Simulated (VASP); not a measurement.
# Ru (I4/mmm) in VASP: notebook

Ru is run at these levels: PBE; tasks: single point.

Program: VASP 6.6.1. These are calculated values, not measurements. Logs are shortened: lines on timing, memory, paths and dates and some standing lists are left out, and cuts for length are marked.

### Step 1. The cell of the first run

Symmetry: I4/mmm, No. 139, tetragonal system. Conventional cell: a = 2.413 Å, b = 2.413 Å, c = 4.825 Å, α = 90.00°, β = 90.00°, γ = 90.00°. Within 3.2 Å of Ru (site symmetry 4/mmm) lie 12 Ru at 2.41 to 2.95 Å.

### Step 2. Single point, PBE

Contents of INCAR:

```
  PREC = Accurate
  ENCUT = 520
  EDIFF = 1E-7
  ISMEAR = 0
  SIGMA = 0.15
  LREAL = False
  LASPH = True
  NELM = 80
  ALGO = Fast
  ISIF = 2
  LWAVE = False
  LCHARG = True
  GGA = PE
  LELF = True
  LVHAR = True
  NBANDS = 13
```

Contents of KPOINTS:

```
regular mesh
0
Gamma
  24 24 24
```

Contents of POSCAR:

```
Ru
1.0
    0.0000000000      1.7061569326      2.4125059027
    1.7061569326      0.0000000000      2.4125059027
    1.7061569326      1.7061569326      0.0000000000
Ru
1
Direct
    0.0000000000      0.0000000000      0.0000000000
```

Potentials or basis: VASP PAW PBE potentials, release 64 (Ru_pv).

Started as:

```bash
cat potpaw_PBE.64/Ru_pv/POTCAR > POTCAR
mpirun -np 1 vasp_std > vasp.out
```

OUTCAR:

```text
PREC = Accurate
   ENCUT = 520
   EDIFF = 1E-7
   ISMEAR = 0
   LREAL = False
   LASPH = True
   NELM = 80
   ISIF = 2
   GGA = PE

 ion  position               nearest neighbor table
   1  0.000  0.000  0.000-

  LATTYP: Found a body centered tetragonal cell.
 ALAT       =     2.4128702736
 C/A-ratio  =     1.9996979772

  Lattice vectors:

 A1 = (  -1.7061569326,   0.0000000000,   2.4125059027)
 A2 = (   1.7061569326,   0.0000000000,   2.4125059027)
 A3 = (   0.0000000000,   1.7061569326,  -2.4125059027)

Analysis of symmetry for initial positions (statically):
=====================================================================
 Subroutine PRICEL returns:
 Original cell was already a primitive cell.

 Routine SETGRP: Setting up the symmetry group for a
 body centered tetragonal supercell.

 Subroutine GETGRP returns: Found 16 space group operations
 (whereof 16 operations were pure point group operations)
 out of a pool of 16 trial point group operations.

The static configuration has the point symmetry D_4h.

Analysis of symmetry for dynamics (positions and initial velocities):
=====================================================================
 Subroutine PRICEL returns:
 Original cell was already a primitive cell.

 Routine SETGRP: Setting up the symmetry group for a
 body centered tetragonal supercell.

 Subroutine GETGRP returns: Found 16 space group operations
 (whereof 16 operations were pure point group operations)
 out of a pool of 16 trial point group operations.

The dynamic configuration has the point symmetry D_4h.

 Subroutine INISYM returns: Found 16 space group operations
 (whereof 16 operations are pure point group operations),
 and found     1 'primitive' translations

----------------------------------------------------------------------------------------

                                     Primitive cell

  volume of cell :      14.0455

  direct lattice vectors                    reciprocal lattice vectors
     0.000000000  1.706156933  2.412505903    -0.293056278  0.293056278  0.207253379
     1.706156933  0.000000000  2.412505903     0.293056278 -0.293056278  0.207253379
     1.706156933  1.706156933  0.000000000     0.293056278  0.293056278 -0.207253379

  length of vectors
     2.954852993  2.954852993  2.412870274     0.463376658  0.463376658  0.463376658

  position of ions in fractional coordinates (direct lattice)
     0.000000000  0.000000000  0.000000000

  ion indices of the primitive-cell ions
   primitive index   ion index
                 1           1

----------------------------------------------------------------------------------------

 KPOINTS: regular mesh

Automatic generation of k-mesh.
 Grid dimensions read from file:
 generate k-points for:   24   24   24

 Generating k-lattice:

  Cartesian coordinates                     Fractional coordinates (reciprocal lattice)
    -0.012210678  0.012210678  0.008635557     0.041666667  0.000000000  0.000000000
     0.012210678 -0.012210678  0.008635557     0.000000000  0.041666667  0.000000000
     0.012210678  0.012210678 -0.008635557    -0.000000000 -0.000000000  0.041666667

  Length of vectors
     0.019307361  0.019307361  0.019307361

  Shift w.r.t. Gamma in fractional coordinates (k-lattice)
     0.000000000  0.000000000  0.000000000

 Subroutine IBZKPT returns following result:
 ===========================================

 Found   1063 irreducible k-points:

 Following reciprocal coordinates:
            Coordinates               Weight
  0.000000  0.000000  0.000000      1.000000
  0.041667  0.000000  0.000000      8.000000
  0.083333  0.000000  0.000000      8.000000
  0.125000  0.000000  0.000000      8.000000
  0.166667  0.000000  0.000000      8.000000
  0.208333  0.000000  0.000000      8.000000
[... 16 lines left out ...]
  0.416667  0.041667  0.000000      8.000000
  0.458333  0.041667  0.000000      8.000000
 [... further k-points ...]
   k-points           NKPTS =   1063   k-points in BZ     NKDIM =   1063   number of bands    NBANDS=     13
   number of dos      NEDOS =    301   number of ions     NIONS =      1
   total plane-waves  NPLWV =  10368
   dimension x,y,z NGX =    24 NGY =   24 NGZ =   18
   dimension x,y,z NGXF=    48 NGYF=   48 NGZF=   36
   ions per type =               1
   NGX,Y,Z   is equivalent  to a cutoff of  13.50, 13.50, 12.40 a.u.
   NGXF,Y,Z  is equivalent  to a cutoff of  27.01, 27.01, 24.80 a.u.
 SYSTEM =  unknown system
   PREC   = accura    normal or accurate (medium, high low for compatibility)
   ISTART =      0    job   : 0-new  1-cont  2-samecut
   ICHARG =      2    charge: 1-file 2-atom 10-const
   ISPIN  =      1    spin polarized calculation?
   LNONCOLLINEAR =      F non collinear calculations
   LSORBIT =      F    spin-orbit coupling
   LASPH  =      T    aspherical Exc in radial PAW
   ENCUT  =  520.0 eV  38.22 Ry    6.18 a.u.   5.49  5.49  4.49*2*pi/ulx,y,z
   NELM   =     80;   NELMIN=  2; NELMDL= -5     # of ELM steps
   EDIFF  = 0.1E-06   stopping-criterion for ELM
   LREAL  =      F    real-space projection
   EDIFFG = 0.1E-05   stopping-criterion for IOM
   NSW    =      0    number of steps for IOM
   IBRION =     -1    ionic relax: 0-MD 1-quasi-New 2-CG
   NFREE  =      0    steps in history (QN), initial steepest desc. (CG)
   ISIF   =      2    stress and relaxation
   ISYM   =      2    0-nonsym 1-usesym 2-fastsym
   POTIM  = 0.5000    time-step for ionic-motion
   TEBEG  =    0.0;   TEEND  =   0.0 temperature during run
   PSTRESS=    0.0 pullay stress
   NELECT =      14.0000    total number of electrons
   NUPDOWN=      -1.0000    fix difference up-down
   EMIN   =  10.00;   EMAX   =-10.00  energy-range for DOS
   EFERMI =   0.00;   METHOD = LEGACY
   ISMEAR =     0;   SIGMA  =   0.15  broadening in eV -4-tet -1-fermi 0-gaus
   EFERMI_NEDOS =   21; number of points for ismear=-14 and -15
   IALGO  =     68    algorithm
   IMIX   =      4    mixing-type and parameters
     AMIX     =   0.40;   BMIX     =  1.00
     AMIX_MAG =   1.60;   BMIX_MAG =  1.00
  volume/ion in A,a.u.               =      14.05        94.78
  Fermi-wavevector in a.u.,A,eV,Ry     =   1.635330  3.090326 36.386117  2.674304
  Thomas-Fermi vector in A             =   2.726821
   LORBIT       =      0    0 simple, 1 ext, 2 COOP (PROOUT), +10 PAW based schemes
   GGA     = PE    functional components
   LHFCALC =     F    Hartree Fock is set to
   AEXX    =    0.0000 exact exchange contribution
   IVDW    =     0    specifies the selected vdW correction
   LEPSILON=     F    determine dielectric tensor
   LRPA    =     F    only Hartree local field effects (RPA)
 non-spin polarized calculation
 RMM-DIIS sequential band-by-band and
 Gauss-broadening in eV      SIGMA  =   0.15
  energy-cutoff  :      520.00
  volume of cell :       14.05
 maximum number of plane-waves:       405
 NGX is ok and might be reduce to    24

 number of electron      14.0000002 magnetization

 Free energy of the ion-electron system (eV)
  ---------------------------------------------------
  ext. energy  EPLUGINS =         0.00000000
  ---------------------------------------------------
  free energy    TOTEN  =        -8.25874537 eV

  energy without entropy =       -8.24210178  energy(sigma->0) =       -8.25042358

 E-fermi :  12.3934     XC(G=0): -13.8392

 val. band max:       12.3905341272   @ k =  -0.4583   0.0833   0.3333
 cond. band min:      12.3939838104   @ k =   0.3750   0.0417   0.2917
 fundamental gap:      0.0034496832
 Fermi energy:        12.3933809260

 k-point     1 :       0.0000    0.0000    0.0000
  band No.  band energies     occupation
      1     -30.3473      2.00000
      2     -29.9360      2.00000
      3     -29.9360      2.00000
      4       4.5404      2.00000
      5       7.1186      2.00000
      6       8.8880      2.00000
      7      11.8249      2.00000
      8      11.8249      2.00000
      9      14.4129      0.00000
     10      23.1249      0.00000
     11      27.1443      0.00000
     12      29.0780      0.00000
     13      36.4022      0.00000

 k-point     2 :       0.0417    0.0000    0.0000
  band No.  band energies     occupation
      1     -30.3490      2.00000
      2     -29.9634      2.00000
      3     -29.9344      2.00000
      4       4.6166      2.00000
      5       7.1671      2.00000
      6       8.9167      2.00000
      7      11.7372      2.00000
      8      11.8482      2.00000
      9      14.3528      0.00000
     10      23.1249      0.00000
     11      27.2513      0.00000
     12      29.1817      0.00000
     13      35.7239      0.00000

 k-point     3 :       0.0833    0.0000    0.0000
  band No.  band energies     occupation
      1     -30.3543      2.00000
      2     -30.0429      2.00000
      3     -29.9297      2.00000
      4       4.8375      2.00000
      5       7.3075      2.00000
      6       9.0043      2.00000
      7      11.4991      2.00000
      8      11.9163      1.99999
      9      14.1807      0.00000
     10      23.1249      0.00000
     11      27.5311      0.00000
     12      29.4816      0.00000
     13      34.5138      0.00000
[... 305 lines left out ...]
 k-point    23 :       0.4167    0.0417    0.0000
  band No.  band energies     occupation
      1     -31.2564      2.00000
      2     -30.4304      2.00000
      3     -29.8588      2.00000
      4       6.5877      2.00000
      5       7.9500      2.00000
      6      11.7094      2.00000
      7      12.2436      1.84208
      8      13.2318      0.00000
      9      13.4816      0.00000
     10      23.1213      0.00000
     11      23.9601      0.00000
     12      25.6944      0.00000
     13      34.5760      0.00000

 k-point    24 :       0.4583    0.0417    0.0000
  band No.  band energies     occupation
      1     -31.3675      2.00000
      2     -30.4306      2.00000
      3     -29.8500      2.00000
      4       6.5037      2.00000
      5       7.9657      2.00000
      6      11.5309      2.00000
      7      12.9638      0.00000
      8      13.5694      0.00000
      9      13.7022      0.00000
     10      23.0898      0.00000
     11      23.2266      0.00000
     12      25.2324      0.00000
     13      34.1110      0.00000

 [... further k-points ...]

------------------------ aborting loop because EDIFF is reached ----------------------------------------

  FORCE on cell =-STRESS in cart. coord.  units (eV):
  Direction    XX          YY          ZZ          XY          YZ          ZX
  --------------------------------------------------------------------------------------
  -------------------------------------------------------------------------------------
  Total        3.7802959      3.7802959     -2.7664097      0.0000000     -0.0000000      0.0000000
  in kB      431.2211408    431.2211408   -315.5663965      0.0000000     -0.0000000      0.0000000
  external PRESSURE =     182.2919617 kB  Pullay stress =       0.0000000 kB

 VOLUME and BASIS-vectors are now :
 -----------------------------------------------------------------------------
  energy-cutoff  :      520.00
  volume of cell :       14.05
      direct lattice vectors                 reciprocal lattice vectors
     0.000000000  1.706156933  2.412505903    -0.293056278  0.293056278  0.207253379
     1.706156933  0.000000000  2.412505903     0.293056278 -0.293056278  0.207253379
     1.706156933  1.706156933  0.000000000     0.293056278  0.293056278 -0.207253379

 POSITION                                       TOTAL-FORCE (eV/Angst)
 -----------------------------------------------------------------------------------
      0.00000      0.00000      0.00000         0.000000      0.000000      0.000000
 -----------------------------------------------------------------------------------
    total drift:                                0.000000      0.000000     -0.000000

  FREE ENERGIE OF THE ION-ELECTRON SYSTEM (eV)
  ---------------------------------------------------
  free  energy   TOTEN  =        -8.2587453719 eV

  energy  without entropy=       -8.2421017821  energy(sigma->0) =       -8.25042358
```

Wall time 96 s (1 thread of Intel Xeon Platinum 8488C (Sapphire Rapids), shared host); peak memory 0.3 GiB.

Results:

- Free energy: -8.2587 eV
- Pressure: 18.2 GPa
- Band gap on the k mesh: zero (bands 7 and 8 overlap by 2.92 eV)

Caveat: the cell stands under pressure.

### Step 3. Single point, PBE

This run uses another cell than the first one, of the same volume but with other edges.

Contents of INCAR:

```
PREC = Accurate
ENCUT = 520
EDIFF = 1E-6
ISMEAR = 0
SIGMA = 0.15
LREAL = F
LASPH = T
NELM = 80
ALGO = Fast
ISIF = 2
LWAVE = F
LCHARG = T
GGA = PE
LELF = T
LVHAR = T
NBANDS = 13
```

KPOINTS is that of step 2.

Contents of POSCAR:

```
Ru
1.0
    0.0000000000      2.0216026726      1.7183622717
    2.0216026726      0.0000000000      1.7183622717
    2.0216026726      2.0216026726      0.0000000000
Ru
1
Direct
    0.0000000000      0.0000000000      0.0000000000
```

Potentials or basis: VASP PAW PBE potentials, release 64 (Ru_pv).

Started as:

```bash
cat potpaw_PBE.64/Ru_pv/POTCAR > POTCAR
mpirun -np 1 vasp_std > vasp.out
```

Run time: 96 s. Hardware: 1 thread of Intel Xeon Platinum 8488C (Sapphire Rapids), shared host; peak memory 0.29 GiB.

The run converged. Its results:

| Quantity | Value |
| --- | --- |
| Free energy | -8.9390 eV |
| Pressure | -1.4 GPa |
| Band gap on the k mesh | zero (bands 7 and 8 overlap by 3.87 eV) |

Stress tensor (GPa, compression positive):
```
-13.75   0.00   0.00
  0.00 -13.75   0.00
  0.00   0.00  23.27
```

Levels at points of the mesh, in eV from the Fermi level:
```tsv
k point	band 4	band 5	band 6	band 7	band 8	band 9	band 10	band 11
(0.00, 0.00, 0.00)	-7.80	-2.91	-2.91	-1.38	-1.27	0.50	10.56	15.47
(0.50, 0.00, 0.00)	-5.93	-3.58	-1.49	0.98	0.99	2.11	9.75	10.57
(0.50, 0.50, 0.00)	-6.20	-5.88	1.58	2.07	2.07	6.01	10.56	11.35
(0.50, 0.00, 0.50)	-6.12	-5.39	1.20	1.24	2.39	2.56	10.56	11.73
```
